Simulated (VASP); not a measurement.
# TiO2 (Anatase) (I4_1/amd) in VASP: a series of runs

TiO2 (Anatase) is run at these levels: PBE; tasks: single point.

All numbers are computed with VASP 6.6.1; they aren't measurements. Logs are shortened: lines on timing, memory, paths and dates and some standing lists are left out, and cuts for length are marked.

## (1) The cell of the first run

The structure is tetragonal, space group I4_1/amd (No. 141). The conventional cell has a = 3.784 Å, b = 3.784 Å, c = 9.515 Å, α = 90.00°, β = 90.00°, γ = 90.00°. Within 2.6 Å of Ti (site symmetry -4m2) lie 6 O at 1.93 to 1.98 Å. O (site symmetry 2mm) has 3 Ti at 1.93 to 1.98 Å and 2 O at 2.47 Å within 2.6 Å.

## (2) Single point, PBE

The input, INCAR:

```
ALGO = Normal ; EDIFF = 1E-6
ENCUT = 520 ; GGA = PE
ISIF = 2 ; ISMEAR = 0
LASPH = T ; LCHARG = T
LELF = T ; LREAL = F
LVHAR = T ; LWAVE = F
NBANDS = 33 ; NELM = 80
PREC = Accurate ; SIGMA = 0.01
```

The input, KPOINTS:

```
k-points
0
Gamma
  8 8 8
```

The input, POSCAR:

```
TiO2
1.0
   -1.8921000000      1.8921000000      4.7573000000
    1.8921000000     -1.8921000000      4.7573000000
    1.8921000000      1.8921000000     -4.7573000000
Ti O
2 4
Direct
    0.0000000000      0.0000000000      0.0000000000
    0.7500000000      0.2500000000      0.5000000000
    0.2081000000      0.2081000000      0.0000000000
    0.9581000000      0.4581000000      0.5000000000
    0.5419000000      0.0419000000      0.5000000000
    0.7919000000      0.7919000000      0.0000000000
```

Potentials or basis: VASP PAW PBE potentials, release 64 (Ti_sv, O).

Run with:

```console
$ cat potpaw_PBE.64/Ti_sv/POTCAR potpaw_PBE.64/O/POTCAR > POTCAR
$ mpirun -np 1 vasp_std > vasp.out
```

OUTCAR:

```text
EDIFF = 1E-6
   ENCUT = 520
   GGA = PE
   ISIF = 2
   ISMEAR = 0
   LASPH = T
   LREAL = F
   NELM = 80
   PREC = Accurate

 ion  position               nearest neighbor table
   1  0.000  0.000  0.000-   5 1.93   4 1.93   5 1.93   4 1.93   3 1.98   6 1.98
   2  0.750  0.250  0.500-   6 1.93   3 1.93   6 1.93   3 1.93   4 1.98   5 1.98
   3  0.208  0.208  0.000-   2 1.93   2 1.93   1 1.98
   4  0.958  0.458  0.500-   1 1.93   1 1.93   2 1.98
   5  0.542  0.042  0.500-   1 1.93   1 1.93   2 1.98
   6  0.792  0.792  0.000-   2 1.93   2 1.93   1 1.98

  LATTYP: Found a body centered tetragonal cell.
 ALAT       =     3.7842000000
 C/A-ratio  =     2.5142962846

  Lattice vectors:

 A1 = (  -1.8921000000,   1.8921000000,   4.7573000000)
 A2 = (   1.8921000000,  -1.8921000000,   4.7573000000)
 A3 = (   1.8921000000,   1.8921000000,  -4.7573000000)

Analysis of symmetry for initial positions (statically):
=====================================================================
 Subroutine PRICEL returns:
 Original cell was already a primitive cell.

 Routine SETGRP: Setting up the symmetry group for a
 body centered tetragonal supercell.

 Subroutine GETGRP returns: Found 16 space group operations
 (whereof  8 operations were pure point group operations)
 out of a pool of 16 trial point group operations.

The static configuration has the point symmetry D_2d.
 The point group associated with its full space group is D_4h.

Analysis of symmetry for dynamics (positions and initial velocities):
=====================================================================
 Subroutine PRICEL returns:
 Original cell was already a primitive cell.

 Routine SETGRP: Setting up the symmetry group for a
 body centered tetragonal supercell.

 Subroutine GETGRP returns: Found 16 space group operations
 (whereof  8 operations were pure point group operations)
 out of a pool of 16 trial point group operations.

The dynamic configuration has the point symmetry D_2d.
 The point group associated with its full space group is D_4h.

 Subroutine INISYM returns: Found 16 space group operations
 (whereof  8 operations are pure point group operations),
 and found     1 'primitive' translations

----------------------------------------------------------------------------------------

                                     Primitive cell

  volume of cell :      68.1253

  direct lattice vectors                    reciprocal lattice vectors
    -1.892100000  1.892100000  4.757300000     0.000000000  0.264256646  0.105101633
     1.892100000 -1.892100000  4.757300000     0.264256646  0.000000000  0.105101633
     1.892100000  1.892100000 -4.757300000     0.264256646  0.264256646  0.000000000

  length of vectors
     5.458203744  5.458203744  5.458203744     0.284390450  0.284390450  0.373715333

  position of ions in fractional coordinates (direct lattice)
     0.000000000  0.000000000  0.000000000
     0.750000000  0.250000000  0.500000000
     0.208100000  0.208100000  0.000000000
     0.958100000  0.458100000  0.500000000
     0.541900000  0.041900000  0.500000000
     0.791900000  0.791900000  0.000000000

  ion indices of the primitive-cell ions
   primitive index   ion index
                 1           1
                 2           2
                 3           3
                 4           4
                 5           5
                 6           6

----------------------------------------------------------------------------------------

 KPOINTS: k-points

Automatic generation of k-mesh.
 Grid dimensions read from file:
 generate k-points for:    8    8    8

 Generating k-lattice:

  Cartesian coordinates                     Fractional coordinates (reciprocal lattice)
     0.000000000  0.033032081  0.013137704     0.125000000  0.000000000 -0.000000000
     0.033032081  0.000000000  0.013137704     0.000000000  0.125000000 -0.000000000
     0.033032081  0.033032081  0.000000000     0.000000000  0.000000000  0.125000000

  Length of vectors
     0.035548806  0.035548806  0.046714417

  Shift w.r.t. Gamma in fractional coordinates (k-lattice)
     0.000000000  0.000000000  0.000000000

 Subroutine IBZKPT returns following result:
 ===========================================

 Found     59 irreducible k-points:

 Following reciprocal coordinates:
            Coordinates               Weight
  0.000000  0.000000  0.000000      1.000000
  0.125000  0.000000  0.000000      8.000000
  0.250000  0.000000  0.000000      8.000000
  0.375000  0.000000 -0.000000      8.000000
  0.500000  0.000000  0.000000      4.000000
  0.125000  0.125000  0.000000      8.000000
[... 16 lines left out ...]
  0.250000  0.125000  0.125000     16.000000
  0.375000  0.125000  0.125000      8.000000
 [... further k-points ...]
   k-points           NKPTS =     59   k-points in BZ     NKDIM =     59   number of bands    NBANDS=     33
   number of dos      NEDOS =    301   number of ions     NIONS =      6
   total plane-waves  NPLWV =  74088
   dimension x,y,z NGX =    42 NGY =   42 NGZ =   42
   dimension x,y,z NGXF=    84 NGYF=   84 NGZF=   84
   ions per type =               2   4
   NGX,Y,Z   is equivalent  to a cutoff of  12.79, 12.79, 12.79 a.u.
   NGXF,Y,Z  is equivalent  to a cutoff of  25.58, 25.58, 25.58 a.u.
 SYSTEM =  unknown system
   PREC   = accura    normal or accurate (medium, high low for compatibility)
   ISTART =      0    job   : 0-new  1-cont  2-samecut
   ICHARG =      2    charge: 1-file 2-atom 10-const
   ISPIN  =      1    spin polarized calculation?
   LNONCOLLINEAR =      F non collinear calculations
   LSORBIT =      F    spin-orbit coupling
   LASPH  =      T    aspherical Exc in radial PAW
   ENCUT  =  520.0 eV  38.22 Ry    6.18 a.u.  10.15 10.15 10.15*2*pi/ulx,y,z
   NELM   =     80;   NELMIN=  2; NELMDL= -5     # of ELM steps
   EDIFF  = 0.1E-05   stopping-criterion for ELM
   LREAL  =      F    real-space projection
   EDIFFG = 0.1E-04   stopping-criterion for IOM
   NSW    =      0    number of steps for IOM
   IBRION =     -1    ionic relax: 0-MD 1-quasi-New 2-CG
   NFREE  =      0    steps in history (QN), initial steepest desc. (CG)
   ISIF   =      2    stress and relaxation
   ISYM   =      2    0-nonsym 1-usesym 2-fastsym
   POTIM  = 0.5000    time-step for ionic-motion
   TEBEG  =    0.0;   TEEND  =   0.0 temperature during run
   PSTRESS=    0.0 pullay stress
   NELECT =      48.0000    total number of electrons
   NUPDOWN=      -1.0000    fix difference up-down
   EMIN   =  10.00;   EMAX   =-10.00  energy-range for DOS
   EFERMI =   0.00;   METHOD = LEGACY
   ISMEAR =     0;   SIGMA  =   0.01  broadening in eV -4-tet -1-fermi 0-gaus
   EFERMI_NEDOS =   21; number of points for ismear=-14 and -15
   IALGO  =     38    algorithm
   IMIX   =      4    mixing-type and parameters
     AMIX     =   0.40;   BMIX     =  1.00
     AMIX_MAG =   1.60;   BMIX_MAG =  1.00
  volume/ion in A,a.u.               =      11.35        76.62
  Fermi-wavevector in a.u.,A,eV,Ry     =   1.456752  2.752862 28.873289  2.122127
  Thomas-Fermi vector in A             =   2.573634
   LORBIT       =      0    0 simple, 1 ext, 2 COOP (PROOUT), +10 PAW based schemes
   GGA     = PE    functional components
   LHFCALC =     F    Hartree Fock is set to
   AEXX    =    0.0000 exact exchange contribution
   IVDW    =     0    specifies the selected vdW correction
   LEPSILON=     F    determine dielectric tensor
   LRPA    =     F    only Hartree local field effects (RPA)
 non-spin polarized calculation
 Gauss-broadening in eV      SIGMA  =   0.01
  energy-cutoff  :      520.00
  volume of cell :       68.13
 maximum number of plane-waves:      1850
 NGX is ok and might be reduce to    42
   NGX = 21   NGY = 21   NGZ = 21

 number of electron      47.9999989 magnetization

 Free energy of the ion-electron system (eV)
  ---------------------------------------------------
  ext. energy  EPLUGINS =         0.00000000
  ---------------------------------------------------
  free energy    TOTEN  =       -53.82577413 eV

  energy without entropy =      -53.82577413  energy(sigma->0) =      -53.82577413

 E-fermi :   3.4300     XC(G=0): -10.7369

 val. band max:        3.3643023105   @ k =  -0.3750   0.3750   0.0000
 cond. band min:       5.5045581725   @ k =   0.0000   0.0000   0.0000
 fundamental gap:      2.1402558620
 Fermi energy:         3.4300278072

 k-point     1 :       0.0000    0.0000    0.0000
  band No.  band energies     occupation
      1     -52.9933      2.00000
      2     -52.9327      2.00000
      3     -29.4603      2.00000
      4     -29.2188      2.00000
      5     -29.2188      2.00000
      6     -29.1469      2.00000
[... 25 lines left out ...]
     32       8.7047      0.00000
     33       8.7174      0.00000

 k-point     2 :       0.1250    0.0000    0.0000
  band No.  band energies     occupation
      1     -52.9912      2.00000
      2     -52.9340      2.00000
      3     -29.4559      2.00000
      4     -29.2388      2.00000
      5     -29.2203      2.00000
      6     -29.1549      2.00000
[... 25 lines left out ...]
     32       8.8374      0.00000
     33       9.1296      0.00000

 k-point     3 :       0.2500    0.0000    0.0000
  band No.  band energies     occupation
      1     -52.9858      2.00000
      2     -52.9379      2.00000
      3     -29.4459      2.00000
      4     -29.2846      2.00000
      5     -29.2235      2.00000
      6     -29.1712      2.00000
[... 25 lines left out ...]
     32       9.2105      0.00000
     33       9.6311      0.00000

 k-point     4 :       0.3750    0.0000   -0.0000
  band No.  band energies     occupation
      1     -52.9792      2.00000
      2     -52.9429      2.00000
      3     -29.4356      2.00000
      4     -29.3304      2.00000
      5     -29.2263      2.00000
      6     -29.1814      2.00000
[... 673 lines left out ...]
     32      10.0082      0.00000
     33      10.3513      0.00000

 k-point    23 :       0.2500    0.1250    0.1250
  band No.  band energies     occupation
      1     -52.9739      2.00000
      2     -52.9459      2.00000
      3     -29.4354      2.00000
      4     -29.3527      2.00000
      5     -29.2604      2.00000
      6     -29.2154      2.00000
[... 25 lines left out ...]
     32      10.0787      0.00000
     33      10.5726      0.00000

 k-point    24 :       0.3750    0.1250    0.1250
  band No.  band energies     occupation
      1     -52.9703      2.00000
      2     -52.9489      2.00000
      3     -29.4300      2.00000
      4     -29.3715      2.00000
      5     -29.2622      2.00000
      6     -29.2216      2.00000
[... 25 lines left out ...]
     32      10.0658      0.00000
     33      10.6296      0.00000

 [... further k-points ...]
[... 5 lines left out ...]
  --------------------------------------------------------------------------------------
  -------------------------------------------------------------------------------------
  Total        2.3091784      2.3091784      2.8955000      0.0000000      0.0000000      0.0000000
  in kB       54.3074448     54.3074448     68.0966023      0.0000000      0.0000000      0.0000000
  external PRESSURE =      58.9038307 kB  Pullay stress =       0.0000000 kB

 VOLUME and BASIS-vectors are now :
 -----------------------------------------------------------------------------
  energy-cutoff  :      520.00
  volume of cell :       68.13
      direct lattice vectors                 reciprocal lattice vectors
    -1.892100000  1.892100000  4.757300000     0.000000000  0.264256646  0.105101633
     1.892100000 -1.892100000  4.757300000     0.264256646  0.000000000  0.105101633
     1.892100000  1.892100000 -4.757300000     0.264256646  0.264256646  0.000000000

 POSITION                                       TOTAL-FORCE (eV/Angst)
 -----------------------------------------------------------------------------------
      0.00000      0.00000      0.00000        -0.000000     -0.000000     -0.000000
      0.00000      1.89210      2.37865        -0.000000     -0.000000     -0.000000
      0.00000      0.00000      1.97999         0.000000      0.000000      0.124730
      0.00000      1.89210      4.35864        -0.000000     -0.000000      0.124730
      0.00000      1.89210      0.39866        -0.000000     -0.000000     -0.124730
      0.00000      0.00000      7.53461         0.000000      0.000000     -0.124730
 -----------------------------------------------------------------------------------
    total drift:                                0.000000      0.000000      0.000000

  FREE ENERGIE OF THE ION-ELECTRON SYSTEM (eV)
  ---------------------------------------------------
  free  energy   TOTEN  =       -53.8257741324 eV

  energy  without entropy=      -53.8257741324  energy(sigma->0) =      -53.82577413
```

Wall time 3.7 min (1 thread of Intel Xeon Platinum 8375C at 2.90GHz (Ice Lake), shared host); peak memory 0.31 GiB.

What came out:

```
Free energy            : -53.8258 eV
Pressure               : 5.9 GPa
Largest force          : 0.125 eV/Å
Band gap on the k mesh : 2.14 eV, indirect (least direct gap 2.44 eV)
```

Forces on the atoms (eV/Å):
```
Ti   0.000  0.000  0.000
Ti   0.000  0.000  0.000
O    0.000  0.000  0.125
O    0.000  0.000  0.125
O    0.000  0.000 -0.125
O    0.000  0.000 -0.125
```

Stress tensor (GPa, compression positive):
```
5.43 0.00 0.00
0.00 5.43 0.00
0.00 0.00 6.81
```

A k mesh can miss the band edges. PBE gaps usually lie below the measured ones, often by a third to a half.

## (3) Single point, PBE

The input, INCAR:

```
SYSTEM = TiO2
  ALGO = Normal
  EDIFF = 1E-6
  ENCUT = 520
  GGA = PE
  ISIF = 2
  ISMEAR = 0
  LASPH = .TRUE.
  LCHARG = .FALSE.
  LREAL = .FALSE.
  LWAVE = .FALSE.
  NBANDS = 33
  NELM = 80
  PREC = Accurate
  SIGMA = 0.01
```

The input, KPOINTS:

```
k-points
0
G
  8 8 8
  0 0 0
```

POSCAR is that of step 2.

Potentials or basis: VASP PAW PBE potentials, release 64 (Ti_sv, O).

Run with:

```console
$ cat potpaw_PBE.64/Ti_sv/POTCAR potpaw_PBE.64/O/POTCAR > POTCAR
$ mpirun -np 1 vasp_std > vasp.out
```

Run time: 3.7 min. Hardware: 1 thread of Intel Xeon Platinum 8375C at 2.90GHz (Ice Lake), shared host; peak memory 0.31 GiB.

Results (log left out):

| Quantity | Value |
| --- | --- |
| Free energy | -53.8258 eV |
| Pressure | 5.9 GPa |
| Largest force | 0.125 eV/Å |
| Band gap on the k mesh | 2.14 eV, indirect (least direct gap 2.44 eV) |

Forces in eV/Å, atoms in the order of the input:
```
Ti   0.000  0.000  0.000
Ti   0.000  0.000  0.000
O    0.000  0.000  0.125
O    0.000  0.000  0.125
O    0.000  0.000 -0.125
O    0.000  0.000 -0.125
```

Stress tensor (GPa, compression positive):
```
5.43 0.00 0.00
0.00 5.43 0.00
0.00 0.00 6.81
```

Levels at points of the mesh, in eV from the valence-band top:
| k point | band 21 | band 22 | band 23 | band 24 | band 25 | band 26 | band 27 | band 28 |
| --- | --- | --- | --- | --- | --- | --- | --- | --- |
| (0.00, 0.00, 0.00) | -0.72 | -0.72 | -0.43 | -0.43 | 2.14 | 2.88 | 4.02 | 4.02 |
| (0.50, 0.00, 0.00) | -1.93 | -0.92 | -0.80 | -0.60 | 3.27 | 3.58 | 3.59 | 3.69 |
| (0.50, 0.50, 0.00) | -2.03 | -2.03 | 0.00 | 0.00 | 3.37 | 3.37 | 3.85 | 3.85 |
| (0.50, 0.50, 0.50) | -1.22 | -1.22 | -0.09 | -0.09 | 2.50 | 2.50 | 3.80 | 3.80 |

A k mesh can miss the band edges. As with any semilocal functional, this PBE gap is likely too small.
